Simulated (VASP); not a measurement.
**Si: G0W0 quasiparticle levels with PBE**

Si:

```
CELL_PARAMETERS angstrom
0.00000 2.71550 2.71550
2.71550 0.00000 2.71550
2.71550 2.71550 0.00000
ATOMIC_POSITIONS crystal
Si 0.00000 0.00000 0.00000
Si 0.25000 0.25000 0.25000
```

* Program: VASP 6.6.1
* Task: G0W0 quasiparticle levels
* Functional: PBE
* Potentials or basis: VASP PAW PBE potentials, release 64 (Si_GW)
* Cutoff: 500 eV
* k mesh: 2 × 2 × 2
* Occupations: gaussian, width 0.01 eV
* Spin: no spin polarisation
* Dipole correction: no
* GW scheme: G0W0
* GW iterations: 1
* Cutoff of the response function: 180
* Frequency points: 48
* Empty bands: 399
* Further INCAR settings: ALGO = EVGW0; EDIFF = 1e-08; NBANDS = 403

```json
{
 "Band gap on the k mesh, mean-field level": "0.60 eV, indirect (least direct gap 2.44 eV)",
 "Quasiparticle gap": "1.14 eV",
 "Least direct quasiparticle gap": "3.17 eV"
}
```

Levels at points of the mesh, in eV from the valence-band top:
```
           k point  band 1  band 2  band 3  band 4  band 5  band 6  band 7  band 8
(0.00, 0.00, 0.00)  -12.02    0.00    0.00    0.00    2.44    2.44    2.44    3.38
(0.50, 0.00, 0.00)   -9.67   -7.04   -1.23   -1.23    1.49    3.20    3.20    7.64
(0.50, 0.50, 0.00)   -7.85   -7.85   -2.92   -2.92    0.60    0.60   10.05   10.05
```

Wall time 57 s on 1 thread of Intel Xeon 8259CL (shared host), peak memory 0.27 GiB.

Caveat: the k points lie up to 1.00 Å⁻¹ apart; bands, screening cutoff and mesh are small and nothing is extrapolated, so the quasiparticle values aren't converged. A k mesh can miss the band edges.
